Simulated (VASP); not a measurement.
# WF2 (P4_2/mnm) in VASP: single point with r2SCAN+U

Aim: the single point of WF2 with r2SCAN+U.

Program: VASP 6.6.1. These are calculated values, not measurements. Logs are shortened: lines on timing, memory, paths and dates and some standing lists are left out, and cuts for length are marked.

## Step 1: The cell of the first run

The structure is tetragonal, space group P4_2/mnm (No. 136). The conventional cell has a = 4.809 Å, b = 4.809 Å, c = 4.135 Å, α = 90.00°, β = 90.00°, γ = 90.00°. W (site symmetry mmm) has 6 F at 2.14 to 2.42 Å within 2.8 Å. Within 2.8 Å of F (site symmetry m2m) lie 3 W at 2.14 to 2.42 Å and 1 F at 2.53 Å.

## Step 2: Single point, r2SCAN+U, collinear spin

Contents of POSCAR:

```
WF2
1.0
    4.8088704084      0.0000000000      0.0000000000
    0.0000000000      4.8088704084      0.0000000000
    0.0000000000      0.0000000000      4.1345516846
W F
2 4
Direct
    0.0000000000      0.0000000000      0.0000000000
    0.5000000000      0.5000000000      0.5000000000
    0.3140090322      0.3140090322      0.0000000000
    0.6859909678      0.6859909678      0.0000000000
    0.8140090322      0.1859909678      0.5000000000
    0.1859909678      0.8140090322      0.5000000000
```

Contents of INCAR.step1:

```
PREC = Accurate
ENCUT = 520
ISMEAR = 0
SIGMA = 0.02
LREAL = F
LASPH = T
NELM = 150
ISPIN = 2
MAGMOM = 1.18 1.18 0 0 0 0
LMAXMIX = 4
LDAU = T
LDAUTYPE = 2
LDAUL = 2 -1
LDAUU = 6.2 0
LDAUJ = 0 0
NBANDS = 41
GGA = PE
ALGO = Normal
EDIFF = 1E-4
LWAVE = T
LCHARG = F
```

Contents of INCAR.step2:

```
PREC = Accurate
ENCUT = 520
EDIFF = 1E-6
ISMEAR = 0
SIGMA = 0.02
LREAL = F
LASPH = T
NELM = 150
ALGO = Normal
ISIF = 2
LWAVE = F
LCHARG = T
ISPIN = 2
MAGMOM = 1.18 1.18 0 0 0 0
LORBIT = 11
LMAXMIX = 4
LDAU = T
LDAUTYPE = 2
LDAUL = 2 -1
LDAUU = 6.2 0
LDAUJ = 0 0
LDAUPRINT = 1
METAGGA = R2SCAN
LMIXTAU = T
LELF = T
LVHAR = T
NBANDS = 41
ISTART = 1
```

Contents of KPOINTS:

```
Automatic mesh
0
Gamma
  6 6 8
```

Potentials or basis: VASP PAW PBE potentials, release 64 (W_sv, F).

The run is started by

```bash
> cat potpaw_PBE.64/W_sv/POTCAR potpaw_PBE.64/F/POTCAR > POTCAR
> cp INCAR.step1 INCAR
> mpirun -np 1 vasp_std > vasp.out
> cp INCAR.step2 INCAR
> mpirun -np 1 vasp_std > vasp.out
```

OUTCAR:

```text
PREC = Accurate
   ENCUT = 520
   EDIFF = 1E-6
   ISMEAR = 0
   LREAL = F
   LASPH = T
   NELM = 150
   ISIF = 2
   ISPIN = 2
   LORBIT = 11
   METAGGA = R2SCAN
   ISTART = 1

 ion  position               nearest neighbor table
   1  0.000  0.000  0.000-   3 2.14   4 2.14   5 2.42   6 2.42   5 2.42   6 2.42
   2  0.500  0.500  0.500-   5 2.14   6 2.14   3 2.42   4 2.42   3 2.42   4 2.42
   3  0.314  0.314  0.000-   1 2.14   2 2.42   2 2.42
   4  0.686  0.686  0.000-   1 2.14   2 2.42   2 2.42
   5  0.814  0.186  0.500-   2 2.14   1 2.42   1 2.42
   6  0.186  0.814  0.500-   2 2.14   1 2.42   1 2.42

  LATTYP: Found a simple tetragonal cell.
 ALAT       =     4.8088704084
 C/A-ratio  =     0.8597760666

  Lattice vectors:

 A1 = (   4.8088704084,   0.0000000000,   0.0000000000)
 A2 = (   0.0000000000,   4.8088704084,   0.0000000000)
 A3 = (   0.0000000000,   0.0000000000,   4.1345516846)

Analysis of symmetry for initial positions (statically):
=====================================================================
 Subroutine PRICEL returns:
 Original cell was already a primitive cell.

 Routine SETGRP: Setting up the symmetry group for a
 simple tetragonal supercell.

 Subroutine GETGRP returns: Found 16 space group operations
 (whereof  8 operations were pure point group operations)
 out of a pool of 16 trial point group operations.

The static configuration has the point symmetry D_2h.
 The point group associated with its full space group is D_4h.

Analysis of symmetry for dynamics (positions and initial velocities):
=====================================================================
 Subroutine PRICEL returns:
 Original cell was already a primitive cell.

 Routine SETGRP: Setting up the symmetry group for a
 simple tetragonal supercell.

 Subroutine GETGRP returns: Found 16 space group operations
 (whereof  8 operations were pure point group operations)
 out of a pool of 16 trial point group operations.

The dynamic configuration has the point symmetry D_2h.
 The point group associated with its full space group is D_4h.

Analysis of structural, dynamic, and magnetic symmetry:
=====================================================================
 Subroutine PRICEL returns:
 Original cell was already a primitive cell.

 Routine SETGRP: Setting up the symmetry group for a
 simple tetragonal supercell.

 Subroutine GETGRP returns: Found 16 space group operations
 (whereof  8 operations were pure point group operations)
 out of a pool of 16 trial point group operations.

The overall configuration has the point symmetry D_2h.
 The point group associated with its full space group is D_4h.

 Subroutine INISYM returns: Found 16 space group operations
 (whereof  8 operations are pure point group operations),
 and found     1 'primitive' translations

----------------------------------------------------------------------------------------

                                     Primitive cell

  volume of cell :      95.6125

  direct lattice vectors                    reciprocal lattice vectors
     4.808870408  0.000000000  0.000000000     0.207949043  0.000000000  0.000000000
     0.000000000  4.808870408  0.000000000     0.000000000  0.207949043  0.000000000
     0.000000000  0.000000000  4.134551685     0.000000000  0.000000000  0.241864191

  length of vectors
     4.808870408  4.808870408  4.134551685     0.207949043  0.207949043  0.241864191
[... 156 lines left out ...]
  o =  0.0143  v =  0.0000  0.0000  0.0000  0.0000  0.0000  0.0000 -0.7071  0.0000 -0.7071 -0.0000      0.0000  0.0000  0.0000  0.0000  0.0000  0.0000  0.0000  0.0000  0.0000  0.0000
  o =  0.0251  v =  0.0000  0.0000  0.0000  0.0000  0.0000  0.0000  0.7071  0.0000 -0.7071  0.0000      0.0000  0.0000  0.0000  0.0000  0.0000  0.0000  0.0000  0.0000  0.0000  0.0000
  o =  0.0745  v =  0.0000  0.0000  0.0000  0.0000  0.0000 -0.7901  0.0000  0.6130  0.0000 -0.0000      0.0000  0.0000  0.0000  0.0000  0.0000  0.0000  0.0000  0.0000  0.0000  0.0000
  o =  0.0902  v =  0.6563  0.0000 -0.7545  0.0000  0.0000  0.0000  0.0000  0.0000  0.0000  0.0000      0.0000  0.0000  0.0000  0.0000  0.0000  0.0000  0.0000  0.0000  0.0000  0.0000
  o =  0.7195  v =  0.7545 -0.0000  0.6563 -0.0000 -0.0000  0.0000  0.0000  0.0000  0.0000  0.0000      0.0000  0.0000  0.0000  0.0000  0.0000  0.0000  0.0000  0.0000  0.0000  0.0000
  o =  0.8425  v = -0.0000  0.0000 -0.0000  0.0000 -1.0000  0.0000  0.0000  0.0000  0.0000  0.0000      0.0000  0.0000  0.0000  0.0000  0.0000  0.0000  0.0000  0.0000  0.0000  0.0000
  o =  0.8541  v =  0.0000  0.7071  0.0000  0.7071  0.0000  0.0000  0.0000  0.0000  0.0000  0.0000      0.0000  0.0000  0.0000  0.0000  0.0000  0.0000  0.0000  0.0000  0.0000  0.0000
  o =  0.8698  v = -0.0000 -0.7071 -0.0000  0.7071  0.0000  0.0000  0.0000  0.0000  0.0000  0.0000      0.0000  0.0000  0.0000  0.0000  0.0000  0.0000  0.0000  0.0000  0.0000  0.0000

atom =   2  type =  1  l = 2

 onsite density matrix

spin component  1

  0.4485  0.0000 -0.3116  0.0000  0.0000
  0.0000  0.8620  0.0000  0.0078  0.0000
 -0.3116  0.0000  0.3613  0.0000  0.0000
  0.0000  0.0078  0.0000  0.8620  0.0000
  0.0000  0.0000  0.0000  0.0000  0.8425

spin component  2

  0.0494  0.0000  0.0324  0.0000  0.0000
  0.0000  0.0197  0.0000  0.0054  0.0000
  0.0324  0.0000  0.0328  0.0000 -0.0000
  0.0000  0.0054  0.0000  0.0197  0.0000
  0.0000  0.0000 -0.0000  0.0000  0.0131

 occupancies and eigenvectors

  o =  0.0077  v =  0.0000  0.0000  0.0000  0.0000  0.0000 -0.6130 -0.0000  0.7901  0.0000  0.0000      0.0000  0.0000  0.0000  0.0000  0.0000  0.0000  0.0000  0.0000  0.0000  0.0000
  o =  0.0131  v =  0.0000  0.0000  0.0000  0.0000  0.0000 -0.0000  0.0000  0.0000  0.0000 -1.0000      0.0000  0.0000  0.0000  0.0000  0.0000  0.0000  0.0000  0.0000  0.0000  0.0000
  o =  0.0143  v =  0.0000  0.0000  0.0000  0.0000  0.0000  0.0000 -0.7071  0.0000  0.7071 -0.0000      0.0000  0.0000  0.0000  0.0000  0.0000  0.0000  0.0000  0.0000  0.0000  0.0000
  o =  0.0251  v =  0.0000  0.0000  0.0000  0.0000  0.0000  0.0000 -0.7071  0.0000 -0.7071 -0.0000      0.0000  0.0000  0.0000  0.0000  0.0000  0.0000  0.0000  0.0000  0.0000  0.0000
  o =  0.0745  v =  0.0000  0.0000  0.0000  0.0000  0.0000 -0.7901 -0.0000 -0.6130  0.0000  0.0000      0.0000  0.0000  0.0000  0.0000  0.0000  0.0000  0.0000  0.0000  0.0000  0.0000
  o =  0.0902  v =  0.6563 -0.0000  0.7545  0.0000 -0.0000  0.0000  0.0000  0.0000  0.0000  0.0000      0.0000  0.0000  0.0000  0.0000  0.0000  0.0000  0.0000  0.0000  0.0000  0.0000
  o =  0.7195  v =  0.7545  0.0000 -0.6563 -0.0000  0.0000  0.0000  0.0000  0.0000  0.0000  0.0000      0.0000  0.0000  0.0000  0.0000  0.0000  0.0000  0.0000  0.0000  0.0000  0.0000
  o =  0.8425  v = -0.0000  0.0000 -0.0000  0.0000 -1.0000  0.0000  0.0000  0.0000  0.0000  0.0000      0.0000  0.0000  0.0000  0.0000  0.0000  0.0000  0.0000  0.0000  0.0000  0.0000
  o =  0.8541  v =  0.0000 -0.7071 -0.0000  0.7071  0.0000  0.0000  0.0000  0.0000  0.0000  0.0000      0.0000  0.0000  0.0000  0.0000  0.0000  0.0000  0.0000  0.0000  0.0000  0.0000
  o =  0.8698  v = -0.0000  0.7071  0.0000  0.7071  0.0000  0.0000  0.0000  0.0000  0.0000  0.0000      0.0000  0.0000  0.0000  0.0000  0.0000  0.0000  0.0000  0.0000  0.0000  0.0000

 number of electron      56.0000052 magnetization       7.9999999

 Free energy of the ion-electron system (eV)
  ---------------------------------------------------
  ext. energy  EPLUGINS =         0.00000000
  ---------------------------------------------------
  free energy    TOTEN  =      -114.56876794 eV

  energy without entropy =     -114.56876794  energy(sigma->0) =     -114.56876794

 E-fermi :   3.8776     XC(G=0): -10.2536

 val. band max:        3.7134968900   @ k =   0.0000   0.0000   0.0000
 cond. band min:       3.9911854969   @ k =   0.0000   0.0000   0.0000
 fundamental gap:      0.2776886069
 Fermi energy:         3.8776232640

 spin component 1

 k-point     1 :       0.0000    0.0000    0.0000
  band No.  band energies     occupation
      1     -72.3605      1.00000
      2     -72.3592      1.00000
      3     -36.4389      1.00000
      4     -36.4389      1.00000
      5     -36.4231      1.00000
      6     -36.4068      1.00000
[... 2057 lines left out ...]
     39      14.8821      0.00000
     40      14.8821      0.00000

 [... further k-points ...]

 [bands above 40 left out]

------------------------ aborting loop because EDIFF is reached ----------------------------------------

  FORCE on cell =-STRESS in cart. coord.  units (eV):
  Direction    XX          YY          ZZ          XY          YZ          ZX
  --------------------------------------------------------------------------------------
  -------------------------------------------------------------------------------------
  Total        0.0281516      0.0281516     -1.1304080      0.0000000      0.0000000      0.0000000
  in kB        0.4717369      0.4717369    -18.9422349      0.0000000      0.0000000      0.0000000
  external PRESSURE =      -5.9995870 kB  Pullay stress =       0.0000000 kB

 VOLUME and BASIS-vectors are now :
 -----------------------------------------------------------------------------
  energy-cutoff  :      520.00
  volume of cell :       95.61
      direct lattice vectors                 reciprocal lattice vectors
     4.808870408  0.000000000  0.000000000     0.207949043  0.000000000  0.000000000
     0.000000000  4.808870408  0.000000000     0.000000000  0.207949043  0.000000000
     0.000000000  0.000000000  4.134551685     0.000000000  0.000000000  0.241864191

 POSITION                                       TOTAL-FORCE (eV/Angst)
 -----------------------------------------------------------------------------------
      0.00000      0.00000      0.00000         0.000000      0.000000     -0.000000
      2.40444      2.40444      2.06728         0.000000      0.000000     -0.000000
      1.51003      1.51003      0.00000         0.205496      0.205496     -0.000000
      3.29884      3.29884      0.00000        -0.205496     -0.205496      0.000000
      3.91446      0.89441      2.06728         0.205496     -0.205496      0.000000
      0.89441      3.91446      2.06728        -0.205496      0.205496     -0.000000
 -----------------------------------------------------------------------------------
    total drift:                                0.000000      0.000000      0.000000

  FREE ENERGIE OF THE ION-ELECTRON SYSTEM (eV)
  ---------------------------------------------------
  free  energy   TOTEN  =      -114.5687679432 eV

  energy  without entropy=     -114.5687679432  energy(sigma->0) =     -114.56876794

 total charge

# of ion       s       p       d       tot
------------------------------------------
    1        2.159   6.057   3.474  11.689
    2        2.159   6.057   3.474  11.689
    3        1.739   4.384   0.000   6.123
    4        1.739   4.384   0.000   6.123
    5        1.739   4.384   0.000   6.123
    6        1.739   4.384   0.000   6.123
--------------------------------------------------
tot         11.273  29.651   6.947  47.871

 magnetization (x)

# of ion       s       p       d       tot
------------------------------------------
    1        0.071   0.015   3.212   3.298
    2        0.071   0.015   3.212   3.298
    3        0.008   0.042   0.000   0.050
    4        0.008   0.042   0.000   0.050
    5        0.008   0.042   0.000   0.050
    6        0.008   0.042   0.000   0.050
--------------------------------------------------
tot          0.174   0.199   6.425   6.798
```

Wall time 36 min (1 thread of Oxide Virtual Turin-like, shared host); peak memory 0.39 GiB.

Results:

| Quantity | Value |
| --- | --- |
| Free energy | -114.5688 eV |
| Pressure | -0.6 GPa |
| Largest force | 0.291 eV/Å |
| Band gap on the k mesh | 0.28 eV |
| Net moment | 8.00 μB per cell |
| Site moments | W +3.30; F +0.05 μB |
| Valence electrons inside the program's atomic spheres | W 11.69; F 6.12 |

Forces on the atoms (eV/Å):
```
W    0.000  0.000  0.000
W    0.000  0.000  0.000
F    0.205  0.205  0.000
F   -0.205 -0.205  0.000
F    0.205 -0.205  0.000
F   -0.205  0.205  0.000
```

Eigenvalues of the final occupation matrices:
| site | spin | trace | eigenvalues |
| --- | --- | --- | --- |
| site 1 d | 1 | 3.38 | 0.09 0.72 0.84 0.85 0.87 |
| site 1 d | 2 | 0.13 | 0.01 0.01 0.01 0.03 0.07 |
| site 2 d | 1 | 3.38 | 0.09 0.72 0.84 0.85 0.87 |
| site 2 d | 2 | 0.13 | 0.01 0.01 0.01 0.03 0.07 |

Caveat: the PAW data sets were made with another functional, which shifts forces and pressure a little; spin-orbit coupling is left out, which moves the levels of the heavy elements. A k mesh can miss the band edges.
